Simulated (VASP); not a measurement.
# CdF2 (I4/mmm) in VASP: a series of runs

The runs below take CdF2 through single point, with r2SCAN.

All numbers are computed with VASP 6.6.1; they aren't measurements. Logs are shortened: lines on timing, memory, paths and dates and some standing lists are left out, and cuts for length are marked.

## 1. The cell of the first run

Symmetry: I4/mmm, No. 139, tetragonal system. The conventional cell has a = 3.810 Å, b = 3.810 Å, c = 4.580 Å, α = 90.00°, β = 90.00°, γ = 90.00°. Within 2.9 Å of Cd (site symmetry 4/mmm) lie 8 F at 2.22 Å. F (site symmetry -4m2) has 4 Cd at 2.22 Å and 6 F at 2.29 to 2.69 Å within 2.9 Å.

## 2. Single point, r2SCAN (strain -0.1500 x Voigt [1, 0, 0, 0, 0, 0])

The input, POSCAR:

```
CdF2
1.0
    0.0000000000      2.6940000000      2.6940000000
    2.2899000000      0.0000000000      2.6940000000
    2.2899000000      2.6940000000      0.0000000000
Cd F
1 2
Direct
    0.0000000000      0.0000000000      0.0000000000
    0.2500000000      0.2500000000      0.2500000000
    0.7500000000      0.7500000000      0.7500000000
```

The input, INCAR.step1:

```
ALGO     = Normal         # electronic algorithm
EDIFF    = 1E-4           # SCF threshold, eV
ENCUT    = 520            # plane-wave cutoff, eV
GGA      = PE             # functional
ISMEAR   = 0              # smearing method
LASPH    = True           # aspherical terms in the spheres
LCHARG   = False          # write CHGCAR
LREAL    = False          # projectors in reciprocal space
LWAVE    = True           # write WAVECAR
NBANDS   = 20             # bands
NELM     = 60             # most SCF steps
PREC     = Accurate       # precision mode
SIGMA    = 0.05           # smearing width, eV
```

The input, INCAR.step2:

```
ALGO     = Normal         # electronic algorithm
EDIFF    = 1E-7           # SCF threshold, eV
ENCUT    = 520            # plane-wave cutoff, eV
ISIF     = 2              # what is computed and relaxed
ISMEAR   = 0              # smearing method
ISTART   = 1            
LASPH    = True           # aspherical terms in the spheres
LCHARG   = False          # write CHGCAR
LMIXTAU  = True         
LREAL    = False          # projectors in reciprocal space
LWAVE    = False          # write WAVECAR
METAGGA  = R2SCAN         # meta-GGA
NBANDS   = 20             # bands
NELM     = 60             # most SCF steps
PREC     = Accurate       # precision mode
SIGMA    = 0.05           # smearing width, eV
```

The input, KPOINTS:

```
k-points
0
Gamma
  8 8 8
```

Potentials or basis: VASP PAW PBE potentials, release 64 (Cd, F).

On the command line:

```
$ cat potpaw_PBE.64/Cd/POTCAR potpaw_PBE.64/F/POTCAR > POTCAR
$ cp INCAR.step1 INCAR
$ mpirun -np 1 vasp_std > vasp.out
$ cp INCAR.step2 INCAR
$ mpirun -np 1 vasp_std > vasp.out
```

OUTCAR:

```text
EDIFF = 1E-7
   ENCUT = 520
   ISIF = 2
   ISMEAR = 0
   ISTART = 1
   LASPH = True
   LREAL = False
   METAGGA = R2SCAN
   NELM = 60
   PREC = Accurate

 ion  position               nearest neighbor table
   1  0.000  0.000  0.000-   3 2.22   2 2.22   3 2.22   2 2.22   3 2.22   2 2.22   3 2.22   2 2.22

   2  0.250  0.250  0.250-   1 2.22   1 2.22   1 2.22   1 2.22
   3  0.750  0.750  0.750-   1 2.22   1 2.22   1 2.22   1 2.22

  LATTYP: Found a body centered tetragonal cell.
 ALAT       =     3.8098913370
 C/A-ratio  =     1.2020815280

  Lattice vectors:

 A1 = (  -2.2899000000,   0.0000000000,  -2.6940000000)
 A2 = (  -2.2899000000,   0.0000000000,   2.6940000000)
 A3 = (   2.2899000000,   2.6940000000,   0.0000000000)

Analysis of symmetry for initial positions (statically):
=====================================================================
 Subroutine PRICEL returns:
 Original cell was already a primitive cell.

 Routine SETGRP: Setting up the symmetry group for a
 body centered tetragonal supercell.

 Subroutine GETGRP returns: Found 16 space group operations
 (whereof 16 operations were pure point group operations)
 out of a pool of 16 trial point group operations.

The static configuration has the point symmetry D_4h.

Analysis of symmetry for dynamics (positions and initial velocities):
=====================================================================
 Subroutine PRICEL returns:
 Original cell was already a primitive cell.

 Routine SETGRP: Setting up the symmetry group for a
 body centered tetragonal supercell.

 Subroutine GETGRP returns: Found 16 space group operations
 (whereof 16 operations were pure point group operations)
 out of a pool of 16 trial point group operations.

The dynamic configuration has the point symmetry D_4h.

 Subroutine INISYM returns: Found 16 space group operations
 (whereof 16 operations are pure point group operations),
 and found     1 'primitive' translations

----------------------------------------------------------------------------------------

                                     Primitive cell

  volume of cell :      33.2385

  direct lattice vectors                    reciprocal lattice vectors
     0.000000000  2.694000000  2.694000000    -0.218350146  0.185597624  0.185597624
     2.289900000  0.000000000  2.694000000     0.218350146 -0.185597624  0.185597624
     2.289900000  2.694000000  0.000000000     0.218350146  0.185597624 -0.185597624

  length of vectors
     3.809891337  3.535714639  3.535714639     0.341423114  0.341423114  0.341423114

  position of ions in fractional coordinates (direct lattice)
     0.000000000  0.000000000  0.000000000
     0.250000000  0.250000000  0.250000000
     0.750000000  0.750000000  0.750000000

  ion indices of the primitive-cell ions
   primitive index   ion index
                 1           1
                 2           2
                 3           3

----------------------------------------------------------------------------------------

 KPOINTS: k-points

Automatic generation of k-mesh.
 Grid dimensions read from file:
 generate k-points for:    8    8    8

 Generating k-lattice:

  Cartesian coordinates                     Fractional coordinates (reciprocal lattice)
    -0.027293768  0.023199703  0.023199703     0.125000000 -0.000000000 -0.000000000
     0.027293768 -0.023199703  0.023199703     0.000000000  0.125000000  0.000000000
     0.027293768  0.023199703 -0.023199703     0.000000000  0.000000000  0.125000000

  Length of vectors
     0.042677889  0.042677889  0.042677889

  Shift w.r.t. Gamma in fractional coordinates (k-lattice)
     0.000000000  0.000000000  0.000000000

 Subroutine IBZKPT returns following result:
 ===========================================

 Found     59 irreducible k-points:

 Following reciprocal coordinates:
            Coordinates               Weight
  0.000000  0.000000  0.000000      1.000000
  0.125000  0.000000  0.000000      8.000000
  0.250000  0.000000  0.000000      8.000000
  0.375000  0.000000  0.000000      8.000000
  0.500000  0.000000  0.000000      4.000000
  0.125000  0.125000  0.000000      4.000000
[... 16 lines left out ...]
  0.250000  0.125000  0.125000      4.000000
  0.375000  0.125000  0.125000      8.000000
 [... further k-points ...]
   k-points           NKPTS =     59   k-points in BZ     NKDIM =     59   number of bands    NBANDS=     20
   number of dos      NEDOS =    301   number of ions     NIONS =      3
   total plane-waves  NPLWV =  21952
   dimension x,y,z NGX =    28 NGY =   28 NGZ =   28
   dimension x,y,z NGXF=    56 NGYF=   56 NGZF=   56
   ions per type =               1   2
   NGX,Y,Z   is equivalent  to a cutoff of  12.22, 13.17, 13.17 a.u.
   NGXF,Y,Z  is equivalent  to a cutoff of  24.44, 26.33, 26.33 a.u.
 SYSTEM =  unknown system
   PREC   = accura    normal or accurate (medium, high low for compatibility)
   ISTART =      1    job   : 0-new  1-cont  2-samecut
   ICHARG =      0    charge: 1-file 2-atom 10-const
   ISPIN  =      1    spin polarized calculation?
   LNONCOLLINEAR =      F non collinear calculations
   LSORBIT =      F    spin-orbit coupling
   LASPH  =      T    aspherical Exc in radial PAW
   ENCUT  =  520.0 eV  38.22 Ry    6.18 a.u.   7.08  6.57  6.57*2*pi/ulx,y,z
   NELM   =     60;   NELMIN=  2; NELMDL=  0     # of ELM steps
   EDIFF  = 0.1E-06   stopping-criterion for ELM
   LREAL  =      F    real-space projection
   EDIFFG = 0.1E-05   stopping-criterion for IOM
   NSW    =      0    number of steps for IOM
   IBRION =     -1    ionic relax: 0-MD 1-quasi-New 2-CG
   NFREE  =      0    steps in history (QN), initial steepest desc. (CG)
   ISIF   =      2    stress and relaxation
   ISYM   =      2    0-nonsym 1-usesym 2-fastsym
   POTIM  = 0.5000    time-step for ionic-motion
   TEBEG  =    0.0;   TEEND  =   0.0 temperature during run
   PSTRESS=    0.0 pullay stress
   NELECT =      26.0000    total number of electrons
   NUPDOWN=      -1.0000    fix difference up-down
   EMIN   =  10.00;   EMAX   =-10.00  energy-range for DOS
   EFERMI =   0.00;   METHOD = LEGACY
   ISMEAR =     0;   SIGMA  =   0.05  broadening in eV -4-tet -1-fermi 0-gaus
   EFERMI_NEDOS =   21; number of points for ismear=-14 and -15
   IALGO  =     38    algorithm
   IMIX   =      4    mixing-type and parameters
     AMIX     =   0.40;   BMIX     =  1.00
     AMIX_MAG =   1.60;   BMIX_MAG =  1.00
  volume/ion in A,a.u.               =      11.08        74.77
  Fermi-wavevector in a.u.,A,eV,Ry     =   1.508408  2.850477 30.957248  2.275294
  Thomas-Fermi vector in A             =   2.618866
   LORBIT       =      0    0 simple, 1 ext, 2 COOP (PROOUT), +10 PAW based schemes
   METAGGA = R2SCAN    functional components
   LHFCALC =     F    Hartree Fock is set to
   AEXX    =    0.0000 exact exchange contribution
   IVDW    =     0    specifies the selected vdW correction
   LEPSILON=     F    determine dielectric tensor
   LRPA    =     F    only Hartree local field effects (RPA)
 non-spin polarized calculation
 Gauss-broadening in eV      SIGMA  =   0.05
  energy-cutoff  :      520.00
  volume of cell :       33.24
 maximum number of plane-waves:       912
   NGX = 15   NGY = 13   NGZ = 13

 number of electron      25.9999987 magnetization

 Free energy of the ion-electron system (eV)
  ---------------------------------------------------
  ext. energy  EPLUGINS =         0.00000000
  ---------------------------------------------------
  free energy    TOTEN  =       -32.96749807 eV

  energy without entropy =      -32.96749807  energy(sigma->0) =      -32.96749807

 E-fermi :   0.2829     XC(G=0): -12.0427

 val. band max:        0.0383599297   @ k =   0.5000   0.5000   0.0000
 cond. band min:       3.6086091641   @ k =   0.0000   0.0000   0.0000
 fundamental gap:      3.5702492345
 Fermi energy:         0.2829174402

 k-point     1 :       0.0000    0.0000    0.0000
  band No.  band energies     occupation
      1     -23.4319      2.00000
      2     -21.6527      2.00000
      3      -6.8106      2.00000
      4      -6.7433      2.00000
      5      -6.7433      2.00000
      6      -4.9071      2.00000
[... 12 lines left out ...]
     19      19.6129      0.00000
     20      24.3219      0.00000

 k-point     2 :       0.1250    0.0000    0.0000
  band No.  band energies     occupation
      1     -23.3562      2.00000
      2     -21.7297      2.00000
      3      -6.6922      2.00000
      4      -6.6781      2.00000
      5      -6.5330      2.00000
      6      -4.9451      2.00000
[... 12 lines left out ...]
     19      20.4931      0.00000
     20      23.3546      0.00000

 k-point     3 :       0.2500    0.0000    0.0000
  band No.  band energies     occupation
      1     -23.1492      2.00000
      2     -21.9340      2.00000
      3      -6.5406      2.00000
      4      -6.4418      2.00000
      5      -5.9159      2.00000
      6      -4.9574      2.00000
[... 12 lines left out ...]
     19      21.3726      0.00000
     20      22.4210      0.00000

 k-point     4 :       0.3750    0.0000    0.0000
  band No.  band energies     occupation
      1     -22.8607      2.00000
      2     -22.2126      2.00000
      3      -6.4515      2.00000
      4      -6.2042      2.00000
      5      -5.0786      2.00000
      6      -4.9186      2.00000
[... 12 lines left out ...]
     19      20.5606      0.00000
     20      21.6427      0.00000

 k-point     5 :       0.5000    0.0000    0.0000
  band No.  band energies     occupation
      1     -22.5950      2.00000
      2     -22.4716      2.00000
      3      -6.4332      2.00000
      4      -6.1176      2.00000
      5      -4.9670      2.00000
      6      -4.6488      2.00000
[... 12 lines left out ...]
     19      20.5271      0.00000
     20      20.8002      0.00000
[... 353 lines left out ...]
      6      -4.7703      2.00000
[... 12 lines left out ...]
     19      21.3210      0.00000
     20      22.6324      0.00000

 k-point    22 :       0.0000    0.1250    0.1250
  band No.  band energies     occupation
      1     -23.2773      2.00000
      2     -21.8256      2.00000
      3      -6.6667      2.00000
      4      -6.6667      2.00000
      5      -6.3836      2.00000
      6      -4.8999      2.00000
[... 12 lines left out ...]
     19      21.5289      0.00000
     20      23.5630      0.00000

 k-point    23 :       0.2500    0.1250    0.1250
  band No.  band energies     occupation
      1     -23.2947      2.00000
      2     -21.7708      2.00000
      3      -6.6725      2.00000
      4      -6.5444      2.00000
      5      -6.1167      2.00000
      6      -5.1001      2.00000
[... 12 lines left out ...]
     19      20.6730      0.00000
     20      22.7402      0.00000

 k-point    24 :       0.3750    0.1250    0.1250
  band No.  band energies     occupation
      1     -23.1181      2.00000
      2     -21.9291      2.00000
      3      -6.4990      2.00000
      4      -6.3545      2.00000
      5      -5.4135      2.00000
      6      -5.1713      2.00000
[... 12 lines left out ...]
     19      19.2433      0.00000
     20      23.4919      0.00000

 [... further k-points ...]
[... 5 lines left out ...]
  --------------------------------------------------------------------------------------
  -------------------------------------------------------------------------------------
  Total        9.4423506      4.3385795      4.3385795      0.0000000      0.0000000     -0.0000000
  in kB      455.1441949    209.1300544    209.1300544      0.0000000      0.0000000     -0.0000000
  external PRESSURE =     291.1347679 kB  Pullay stress =       0.0000000 kB

 VOLUME and BASIS-vectors are now :
 -----------------------------------------------------------------------------
  energy-cutoff  :      520.00
  volume of cell :       33.24
      direct lattice vectors                 reciprocal lattice vectors
     0.000000000  2.694000000  2.694000000    -0.218350146  0.185597624  0.185597624
     2.289900000  0.000000000  2.694000000     0.218350146 -0.185597624  0.185597624
     2.289900000  2.694000000  0.000000000     0.218350146  0.185597624 -0.185597624

 POSITION                                       TOTAL-FORCE (eV/Angst)
 -----------------------------------------------------------------------------------
      0.00000      0.00000      0.00000         0.000000      0.000000     -0.000000
      1.14495      1.34700      1.34700         0.000000     -0.000000     -0.000000
      3.43485      4.04100      4.04100        -0.000000      0.000000      0.000000
 -----------------------------------------------------------------------------------
    total drift:                                0.000000      0.000000      0.000000

  FREE ENERGIE OF THE ION-ELECTRON SYSTEM (eV)
  ---------------------------------------------------
  free  energy   TOTEN  =       -32.9674980660 eV

  energy  without entropy=      -32.9674980660  energy(sigma->0) =      -32.96749807
```

It took 81 s on 1 thread of Intel Xeon 6975P-C (Granite Rapids), shared host; peak memory 0.18 GiB.

Results:

- Free energy: -32.9675 eV
- Pressure: 29.1 GPa
- Band gap on the k mesh: 3.57 eV, indirect (least direct gap 4.16 eV)

Stress tensor (GPa, compression positive):
```
45.51  0.00  0.00
 0.00 20.91  0.00
 0.00  0.00 20.91
```

Levels at points of the mesh, in eV from the valence-band top:
```csv
k point,band 10,band 11,band 12,band 13,band 14,band 15,band 16,band 17
"(0.00, 0.00, 0.00)",-1.29,-0.62,-0.59,-0.59,3.57,13.88,14.10,14.10
"(0.50, 0.00, 0.00)",-3.15,-2.67,-0.80,-0.75,8.63,9.31,15.84,17.33
"(0.50, 0.50, 0.00)",-3.79,-1.55,-0.67,0.00,9.69,10.77,12.20,15.65
"(0.00, 0.50, 0.50)",-3.48,-0.63,-0.63,-0.32,8.70,10.85,12.90,15.61
```

Caveat: the cell differs from its parent crystal (strain -0.1500 x Voigt [1, 0, 0, 0, 0, 0]); the PAW data sets were made with another functional, which shifts forces and pressure a little.

(Part 1 of 2 ends here.)
